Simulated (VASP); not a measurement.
Here is a VASP 6.6.1 calculation.

The input INCAR:

```
SYSTEM = BAs
PREC = Accurate
ENCUT = 500
EDIFF = 1E-7
ISMEAR = 0
SIGMA = 0.01
LREAL = .FALSE.
LASPH = .TRUE.
NELM = 120
ALGO = Normal
ISIF = 3
LWAVE = .FALSE.
LCHARG = .FALSE.
GGA = PE
IBRION = 2
NSW = 80
EDIFFG = -0.001
PSTRESS = 160.0
GGA_COMPAT = .FALSE.
NELMIN = 4
```

The input KPOINTS:

```
Automatic mesh
0
G
  10 10 10
  0 0 0
```

File POSCAR:

```
BAs
1.0
    0.0000000000      2.4046443036      2.4046443036
    2.4046443036      0.0000000000      2.4046443036
    2.4046443036      2.4046443036      0.0000000000
B As
1 1
Direct
    0.0000000000      0.0000000000      0.0000000000
    0.7500000000      0.7500000000      0.7500000000
```

Potentials or basis: VASP PAW PBE potentials, release 64 (B, As).

Run with:

```sh
$ cat potpaw_PBE.64/B/POTCAR potpaw_PBE.64/As/POTCAR > POTCAR
$ mpirun -np 1 vasp_std > vasp.out
```

Problem. What does it give for the relaxed volume?

Solution. 12.65 Å³/atom.

Problem. Predict the relaxed cell.

Solution. a = 3.295 Å, b = 3.295 Å, c = 3.295 Å, α = 60.00°, β = 60.00°, γ = 60.00°.

Final structure:
```
B As
1.0
     0.00000    2.33014    2.33014
     2.33014    0.00000    2.33014
     2.33014    2.33014    0.00000
B As
1 1
Direct
  0.00000 0.00000 0.00000
  0.75000 0.75000 0.75000
```

Caveat: the cell is relaxed towards a set pressure, so the enthalpy falls and the energy may rise.
